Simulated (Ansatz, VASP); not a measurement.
**Two plane-wave programs on InSb**

```xyz
2
Lattice="3.8077 0.0000 0.0000 0.0000 3.8077 0.0000 0.0000 0.0000 3.8077" Properties=species:S:1:pos:R:3 pbc="T T T"
In   -0.4500    0.0000    0.0000
Sb    1.9038    1.9038    1.9038
```

Alike in both runs: task single point; functional PBE; dispersion D3(BJ); k mesh 12 × 12 × 12; occupations gaussian, width 0.15 eV; no spin polarisation.

|  | VASP | Ansatz |
| --- | --- | --- |
| version | VASP 6.6.1 | Ansatz 0.2.0 |
| potentials or method | VASP PAW PBE potentials, release 64 (In_d, Sb), cutoff 500 eV | scalar-relativistic, plane waves, PAW |
| valence electrons in the cell | 18 | 28 |

```tsv
	VASP	Ansatz	Ansatz less VASP
gap on the k mesh at the Fermi level (eV)	none	none	-
pressure (GPa)	-0.4	-0.4	+0.06
traceless stress, the component that is largest in VASP (GPa)	-2.42	-2.42	+0.005
rms of the force components (eV/Å)	0.323	0.321	-0.0014
```

Atom by atom the forces differ by 0.001 eV/Å (rms over components). A gap of «none» marks a metal or a gap that the smearing closes. VASP's potentials hold 18 valence electrons a cell and Ansatz's 28, so a difference there can come from the potentials and not from the codes.

Spin-orbit coupling is off throughout.
